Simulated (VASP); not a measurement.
# Pb (Fm-3m) in VASP: further runs

The runs below take Pb through single point, with PBE+D4, PBE.

Everything below comes from runs of VASP 6.6.1. Logs are shortened: lines on timing, memory, paths and dates and some standing lists are left out, and cuts for length are marked.

## 1. The cell of the first run

The structure is cubic, space group Fm-3m (No. 225). Conventional cell: a = 4.950 Å, b = 4.950 Å, c = 4.950 Å, α = 90.00°, β = 90.00°, γ = 90.00°. Pb (site symmetry m-3m) has 12 Pb at 3.50 Å within 4.6 Å.

## 2. Single point, PBE+D4

The input, INCAR:

```
PREC = Accurate
ENCUT = 520
EDIFF = 1E-7
ISMEAR = -1
SIGMA = 0.01
LREAL = False
LASPH = True
NELM = 80
ALGO = Fast
ISIF = 2
LWAVE = False
LCHARG = True
GGA = PE
IVDW = 13
LELF = True
LVHAR = True
NBANDS = 13
```

The input, KPOINTS:

```
regular mesh
0
Gamma
  9 9 9
```

The input, POSCAR:

```
Pb
1.0
    0.0000000000      2.4750200000      2.4750200000
    2.4750200000      0.0000000000      2.4750200000
    2.4750200000      2.4750200000      0.0000000000
Pb
1
Direct
    0.0000000000      0.0000000000      0.0000000000
```

Potentials or basis: VASP PAW PBE potentials, release 64 (Pb_d).

Run with:

```console
> cat potpaw_PBE.64/Pb_d/POTCAR > POTCAR
> mpirun -np 1 vasp_std > vasp.out
```

OUTCAR:

```text
PREC = Accurate
   ENCUT = 520
   EDIFF = 1E-7
   ISMEAR = -1
   LREAL = False
   LASPH = True
   NELM = 80
   ISIF = 2
   GGA = PE
   IVDW = 13

 ion  position               nearest neighbor table
   1  0.000  0.000  0.000-

  LATTYP: Found a face centered cubic cell.
 ALAT       =     4.9500400000

  Lattice vectors:

 A1 = (   0.0000000000,   2.4750200000,   2.4750200000)
 A2 = (   2.4750200000,   0.0000000000,   2.4750200000)
 A3 = (   2.4750200000,   2.4750200000,   0.0000000000)

Analysis of symmetry for initial positions (statically):
[... 5 lines left out ...]
 face centered cubic supercell.

 Subroutine GETGRP returns: Found 48 space group operations
 (whereof 48 operations were pure point group operations)
 out of a pool of 48 trial point group operations.

The static configuration has the point symmetry O_h .

Analysis of symmetry for dynamics (positions and initial velocities):
[... 5 lines left out ...]
 face centered cubic supercell.

 Subroutine GETGRP returns: Found 48 space group operations
 (whereof 48 operations were pure point group operations)
 out of a pool of 48 trial point group operations.

The dynamic configuration has the point symmetry O_h .

 Subroutine INISYM returns: Found 48 space group operations
 (whereof 48 operations are pure point group operations),
 and found     1 'primitive' translations

----------------------------------------------------------------------------------------

                                     Primitive cell

  volume of cell :      30.3226

  direct lattice vectors                    reciprocal lattice vectors
     0.000000000  2.475020000  2.475020000    -0.202018570  0.202018570  0.202018570
     2.475020000  0.000000000  2.475020000     0.202018570 -0.202018570  0.202018570
     2.475020000  2.475020000  0.000000000     0.202018570  0.202018570 -0.202018570

  length of vectors
     3.500206851  3.500206851  3.500206851     0.349906427  0.349906427  0.349906427

  position of ions in fractional coordinates (direct lattice)
     0.000000000  0.000000000  0.000000000

  ion indices of the primitive-cell ions
   primitive index   ion index
                 1           1

----------------------------------------------------------------------------------------

 KPOINTS: regular mesh

Automatic generation of k-mesh.
 Grid dimensions read from file:
 generate k-points for:    9    9    9

 Generating k-lattice:

  Cartesian coordinates                     Fractional coordinates (reciprocal lattice)
    -0.022446508  0.022446508  0.022446508     0.111111111  0.000000000  0.000000000
     0.022446508 -0.022446508  0.022446508     0.000000000  0.111111111  0.000000000
     0.022446508  0.022446508 -0.022446508     0.000000000  0.000000000  0.111111111

  Length of vectors
     0.038878492  0.038878492  0.038878492

  Shift w.r.t. Gamma in fractional coordinates (k-lattice)
     0.000000000  0.000000000  0.000000000

 Subroutine IBZKPT returns following result:
 ===========================================

 Found     35 irreducible k-points:

 Following reciprocal coordinates:
            Coordinates               Weight
  0.000000  0.000000  0.000000      1.000000
  0.111111  0.000000  0.000000      8.000000
  0.222222  0.000000  0.000000      8.000000
  0.333333  0.000000  0.000000      8.000000
  0.444444  0.000000  0.000000      8.000000
  0.111111  0.111111  0.000000      6.000000
[... 16 lines left out ...]
 -0.333333  0.333333  0.000000     12.000000
  0.444444  0.444444  0.000000      6.000000
 [... further k-points ...]
   k-points           NKPTS =     35   k-points in BZ     NKDIM =     35   number of bands    NBANDS=     13
   number of dos      NEDOS =    301   number of ions     NIONS =      1
   total plane-waves  NPLWV =  21952
   dimension x,y,z NGX =    28 NGY =   28 NGZ =   28
   dimension x,y,z NGXF=    56 NGYF=   56 NGZF=   56
   ions per type =               1
   NGX,Y,Z   is equivalent  to a cutoff of  13.30, 13.30, 13.30 a.u.
   NGXF,Y,Z  is equivalent  to a cutoff of  26.60, 26.60, 26.60 a.u.
 SYSTEM =  unknown system
   PREC   = accura    normal or accurate (medium, high low for compatibility)
   ISTART =      0    job   : 0-new  1-cont  2-samecut
   ICHARG =      2    charge: 1-file 2-atom 10-const
   ISPIN  =      1    spin polarized calculation?
   LNONCOLLINEAR =      F non collinear calculations
   LSORBIT =      F    spin-orbit coupling
   LASPH  =      T    aspherical Exc in radial PAW
   ENCUT  =  520.0 eV  38.22 Ry    6.18 a.u.   6.51  6.51  6.51*2*pi/ulx,y,z
   NELM   =     80;   NELMIN=  2; NELMDL= -5     # of ELM steps
   EDIFF  = 0.1E-06   stopping-criterion for ELM
   LREAL  =      F    real-space projection
   EDIFFG = 0.1E-05   stopping-criterion for IOM
   NSW    =      0    number of steps for IOM
   IBRION =     -1    ionic relax: 0-MD 1-quasi-New 2-CG
   NFREE  =      0    steps in history (QN), initial steepest desc. (CG)
   ISIF   =      2    stress and relaxation
   ISYM   =      2    0-nonsym 1-usesym 2-fastsym
   POTIM  = 0.5000    time-step for ionic-motion
   TEBEG  =    0.0;   TEEND  =   0.0 temperature during run
   PSTRESS=    0.0 pullay stress
   NELECT =      14.0000    total number of electrons
   NUPDOWN=      -1.0000    fix difference up-down
   EMIN   =  10.00;   EMAX   =-10.00  energy-range for DOS
   EFERMI =   0.00;   METHOD = LEGACY
   ISMEAR =    -1;   SIGMA  =   0.01  broadening in eV -4-tet -1-fermi 0-gaus
   EFERMI_NEDOS =   21; number of points for ismear=-14 and -15
   IALGO  =     68    algorithm
   IMIX   =      4    mixing-type and parameters
     AMIX     =   0.40;   BMIX     =  1.00
     AMIX_MAG =   1.60;   BMIX_MAG =  1.00
  volume/ion in A,a.u.               =      30.32       204.63
  Fermi-wavevector in a.u.,A,eV,Ry     =   1.265306  2.391081 21.782907  1.600999
  Thomas-Fermi vector in A             =   2.398566
   LORBIT       =      0    0 simple, 1 ext, 2 COOP (PROOUT), +10 PAW based schemes
   GGA     = PE    functional components
   LHFCALC =     F    Hartree Fock is set to
   AEXX    =    0.0000 exact exchange contribution
   IVDW    =    13    specifies the selected vdW correction
   LEPSILON=     F    determine dielectric tensor
   LRPA    =     F    only Hartree local field effects (RPA)
 non-spin polarized calculation
 RMM-DIIS sequential band-by-band and
  energy-cutoff  :      520.00
  volume of cell :       30.32
 maximum number of plane-waves:       869
 NGX is ok and might be reduce to    28
   NGX = 13   NGY = 13   NGZ = 13

 number of electron      13.9999999 magnetization

 Free energy of the ion-electron system (eV)
  ---------------------------------------------------
  ext. energy  EPLUGINS =         0.00000000
  ---------------------------------------------------
  free energy    TOTEN  =        -3.56831755 eV

  energy without entropy =       -3.56786342  energy(sigma->0) =       -3.56809049

 E-fermi :   7.1446     XC(G=0): -10.1860

 val. band max:        6.9152036038   @ k =  -0.3333   0.3333   0.1111
 cond. band min:       7.1462645762   @ k =  -0.2222   0.3333   0.1111
 fundamental gap:      0.2310609725
 Fermi energy:         7.1445938853

 k-point     1 :       0.0000    0.0000    0.0000
  band No.  band energies     occupation
      1      -9.7950      2.00000
      2      -9.7950      2.00000
      3      -9.7950      2.00000
      4      -9.6548      2.00000
      5      -9.6548      2.00000
      6      -4.4739      2.00000
      7      14.6988      0.00000
      8      14.6988      0.00000
      9      14.6988      0.00000
     10      17.0445      0.00000
     11      18.6197      0.00000
     12      19.7651      0.00000
     13      19.7651      0.00000

 k-point     2 :       0.1111    0.0000    0.0000
  band No.  band energies     occupation
      1      -9.7955      2.00000
      2      -9.7785      2.00000
      3      -9.7785      2.00000
      4      -9.6548      2.00000
      5      -9.6548      2.00000
      6      -4.2361      2.00000
      7      12.3295      0.00000
      8      14.4166      0.00000
      9      14.4166      0.00000
     10      16.6520      0.00000
     11      19.5950      0.00000
     12      20.2687      0.00000
     13      20.2698      0.00000

 k-point     3 :       0.2222    0.0000    0.0000
  band No.  band energies     occupation
      1      -9.8006      2.00000
      2      -9.7590      2.00000
      3      -9.7590      2.00000
      4      -9.6322      2.00000
      5      -9.6322      2.00000
      6      -3.5245      2.00000
      7       8.8627      0.00000
      8      13.8172      0.00000
      9      13.8172      0.00000
     10      16.3080      0.00000
     11      19.1404      0.00000
     12      19.8938      0.00000
     13      19.8939      0.00000
[... 305 lines left out ...]
 k-point    23 :      -0.3333    0.3333    0.0000
  band No.  band energies     occupation
      1      -9.8498      2.00000
      2      -9.6920      2.00000
      3      -9.6452      2.00000
      4      -9.6227      2.00000
      5      -9.5585      2.00000
      6       0.1129      2.00000
      7       5.4671      2.00000
      8       5.7368      2.00000
      9      10.9409      0.00000
     10      14.1949      0.00000
     11      21.0316      0.00000
     12      22.6652      0.00000
     13      22.6877      0.00000

 k-point    24 :       0.4444    0.4444    0.0000
  band No.  band energies     occupation
      1      -9.9532      2.00000
      2      -9.8614      2.00000
      3      -9.5350      2.00000
      4      -9.4963      2.00000
      5      -9.4963      2.00000
      6       0.1217      2.00000
      7       4.5682      2.00000
      8       9.4310      0.00000
      9       9.4310      0.00000
     10      12.7574      0.00000
     11      13.9742      0.00000
     12      25.5437      0.00000
     13      27.2444      0.00000

 [... further k-points ...]

------------------------ aborting loop because EDIFF is reached ----------------------------------------

  DFT-D4 for vdW energy calculation

  Edisp (eV):   -0.43080

  FORCE on cell =-STRESS in cart. coord.  units (eV):
  Direction    XX          YY          ZZ          XY          YZ          ZX
  --------------------------------------------------------------------------------------
  -------------------------------------------------------------------------------------
  Total       0.00792     0.00792     0.00792     0.00000     0.00000     0.00000
  in kB       0.41853     0.41853     0.41853     0.00000     0.00000     0.00000
  external pressure =        0.42 kB  Pullay stress =        0.00 kB

 VOLUME and BASIS-vectors are now :
 -----------------------------------------------------------------------------
  energy-cutoff  :      520.00
  volume of cell :       30.32
      direct lattice vectors                 reciprocal lattice vectors
     0.000000000  2.475020000  2.475020000    -0.202018570  0.202018570  0.202018570
     2.475020000  0.000000000  2.475020000     0.202018570 -0.202018570  0.202018570
     2.475020000  2.475020000  0.000000000     0.202018570  0.202018570 -0.202018570

 POSITION                                       TOTAL-FORCE (eV/Angst)
 -----------------------------------------------------------------------------------
      0.00000      0.00000      0.00000         0.000000     -0.000000      0.000000
 -----------------------------------------------------------------------------------
    total drift:                               -0.000000      0.000000     -0.000000

  FREE ENERGIE OF THE ION-ELECTRON SYSTEM (eV)
  ---------------------------------------------------
  free  energy   TOTEN  =        -3.9991150373 eV

  energy  without entropy=       -3.9986609037  energy(sigma->0) =       -3.99888797
```

It took 34 s on 1 thread of AMD EPYC 7R43 (Zen 3), shared host; peak memory 0.12 GiB.

Results:

```
Free energy                : -3.9991 eV
Pressure                   : 0.0 GPa
Band gap on the k mesh     : zero (band 7 reaches 14.70 eV, above the bottom of band 8 at 5.74 eV)
Dispersion energy per atom : -0.431 eV
```

Levels at points of the mesh, in eV from the Fermi level:
```
           k point  band 4  band 5  band 6  band 7  band 8  band 9  band 10  band 11
(0.00, 0.00, 0.00)  -16.80  -16.80  -11.62    7.55    7.55    7.55     9.90    11.48
```

Caveat: spin-orbit coupling is left out, which moves the levels of the heavy elements; pairwise dispersion overbinds metals, which lowers pressure and volume.

## 3. Single point, PBE

The input, INCAR:

```
PREC     = Accurate       # precision mode
ENCUT    = 520            # plane-wave cutoff, eV
EDIFF    = 1E-6           # SCF threshold, eV
ISMEAR   = -1             # smearing method
SIGMA    = 0.1            # smearing width, eV
LREAL    = F              # projectors in reciprocal space
LASPH    = T              # aspherical terms in the spheres
NELM     = 100            # most SCF steps
ALGO     = Normal         # electronic algorithm
ISIF     = 2              # what is computed and relaxed
LWAVE    = F              # write WAVECAR
LCHARG   = T              # write CHGCAR
GGA      = PE             # functional
LELF     = T              # ELF
LVHAR    = T            
NBANDS   = 13             # bands
```

The input, KPOINTS:

```
Automatic mesh
0
Gamma
  9 9 9
```

POSCAR is that of step 2.

Potentials or basis: VASP PAW PBE potentials, release 64 (Pb_d).

Run with:

```console
> cat potpaw_PBE.64/Pb_d/POTCAR > POTCAR
> mpirun -np 1 vasp_std > vasp.out
```

Wall time 12 s (1 thread of AMD EPYC 7R43 (Zen 3), shared host); peak memory 0.12 GiB.

Results (log left out):

```
Free energy            : -3.5749 eV
Pressure               : 2.2 GPa
Band gap on the k mesh : zero (band 7 reaches 14.70 eV, above the bottom of band 8 at 5.74 eV)
```

Levels at points of the mesh, in eV from the Fermi level:
```
           k point  band 3  band 4  band 5  band 6  band 7  band 8  band 9  band 10  band 11  band 12
(0.00, 0.00, 0.00)  -16.98  -16.84  -16.84  -11.66    7.52    7.52    7.52     9.86    11.44    12.58
```

Caveat: spin-orbit coupling is left out, which moves the levels of the heavy elements.

## 4. Single point, PBE (volume scaled by 0.96)

The input, INCAR:

```
SYSTEM = Pb
ALGO     = Normal         ! electronic algorithm
EDIFF    = 1E-6           ! SCF threshold, eV
ENCUT    = 520            ! plane-wave cutoff, eV
GGA      = PE             ! functional
ISIF     = 2              ! what is computed and relaxed
ISMEAR   = -1             ! smearing method
LASPH    = .True.         ! aspherical terms in the spheres
LCHARG   = .False.        ! write CHGCAR
LREAL    = .False.        ! projectors in reciprocal space
LWAVE    = .False.        ! write WAVECAR
NBANDS   = 13             ! bands
NELM     = 100            ! most SCF steps
PREC     = Accurate       ! precision mode
SIGMA    = 0.05           ! smearing width, eV
```

The input, KPOINTS:

```
k-points
0
Gamma
  9 9 9
  0 0 0
```

The input, POSCAR:

```
Pb
1.0
    0.0000000000      2.4415696833      2.4415696833
    2.4415696833      0.0000000000      2.4415696833
    2.4415696833      2.4415696833      0.0000000000
Pb
1
Direct
    0.0000000000      0.0000000000      0.0000000000
```

Run with:

```console
> cat potpaw_PBE.64/Pb_d/POTCAR > POTCAR
> mpirun -np 1 vasp_std > vasp.out
```

It took 6 s on 1 thread of Intel Xeon 6975P-C (Granite Rapids), shared host; peak memory 0.15 GiB.

It converged, with:

| Item | Value |
| --- | --- |
| Free energy | -3.5445 eV |
| Pressure | 4.5 GPa |
| Band gap on the k mesh | zero (band 7 reaches 15.49 eV, above the bottom of band 8 at 6.12 eV) |

Levels at points of the mesh, in eV from the Fermi level:
```csv
k point,band 4,band 5,band 6,band 7,band 8,band 9,band 10,band 11
"(0.00, 0.00, 0.00)",-16.78,-16.78,-11.88,7.91,7.91,7.91,9.95,12.03
```

Caveat: spin-orbit coupling is left out, which moves the levels of the heavy elements.

## 5. Overview

```csv
level,cell,smearing,gap on the mesh (eV),pressure (GPa)
PBE+D4,"a = 3.500 Å, angles 60.0°, 1 atom",fermi-dirac 0.01 eV,none,0.0
PBE,"a = 3.500 Å, angles 60.0°, 1 atom",fermi-dirac 0.1 eV,none,2.2
PBE,"a = 3.453 Å, angles 60.0°, 1 atom",fermi-dirac 0.05 eV,none,4.5
```

Alike in all rows: task single point; potentials or basis VASP PAW PBE potentials, release 64 (Pb_d); no spin polarisation; k mesh 9 × 9 × 9; cutoff (eV) 520.

Caveats: spin-orbit coupling is left out, which moves the levels of the heavy elements; pairwise dispersion overbinds metals, which lowers pressure and volume (some runs).

Absolute energies hang on the potentials; compare differences alone.
